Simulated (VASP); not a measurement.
Here is a VASP 6.6.1 calculation.

Contents of INCAR:

```
SYSTEM = MnF2
  ALGO = Normal
  EDIFF = 1E-6
  ENCUT = 520
  GGA = PS
  ISIF = 2
  ISMEAR = -1
  ISPIN = 2
  LASPH = .TRUE.
  LCHARG = .TRUE.
  LELF = .TRUE.
  LMAXMIX = 4
  LORBIT = 11
  LREAL = .FALSE.
  LVHAR = .TRUE.
  LWAVE = .FALSE.
  MAGMOM = 4 4 0 0 0 0
  NBANDS = 40
  NELM = 150
  PREC = Accurate
  SIGMA = 0.05
```

File KPOINTS:

```
k-points
0
G
  5 5 7
  0 0 0
```

POSCAR

```
MnF2
1.0
    4.9379363023      0.0000000000      0.0000000000
    0.0000000000      4.9379363023      0.0000000000
    0.0000000000      0.0000000000      3.3542668382
Mn F
2 4
Direct
    0.5000000000      0.5000000000      0.5000000000
    0.0000000000      0.0000000000      0.0000000000
    0.8053000000      0.1947000000      0.5000000000
    0.6947000000      0.6947000000      0.0000000000
    0.1947000000      0.8053000000      0.5000000000
    0.3053000000      0.3053000000      0.0000000000
```

Potentials or basis: VASP PAW PBE potentials, release 64 (Mn_pv, F).

Command:

```sh
$ cat potpaw_PBE.64/Mn_pv/POTCAR potpaw_PBE.64/F/POTCAR > POTCAR
$ mpirun -np 1 vasp_std > vasp.out
```

Task: What does it give for the largest force?

Result: 0.044 eV/Å.

Task: Estimate the site moments.

Result: Mn +4.59; F +0.08 μB.

Task: Predict the band gap on the k mesh.

Result: 1.01 eV, direct.

Task: Predict the net moment.

Result: 10.00 μB per cell.

Stress tensor (GPa, compression positive):
```
-3.74  0.00  0.00
 0.00 -3.74  0.00
 0.00  0.00 -4.87
```

Caveat: the PAW data sets were made with another functional, which shifts forces and pressure a little; only a ferromagnetic start was run, and an antiferromagnetic order may lie lower in energy. As with any semilocal functional, this PBEsol gap is likely too small.
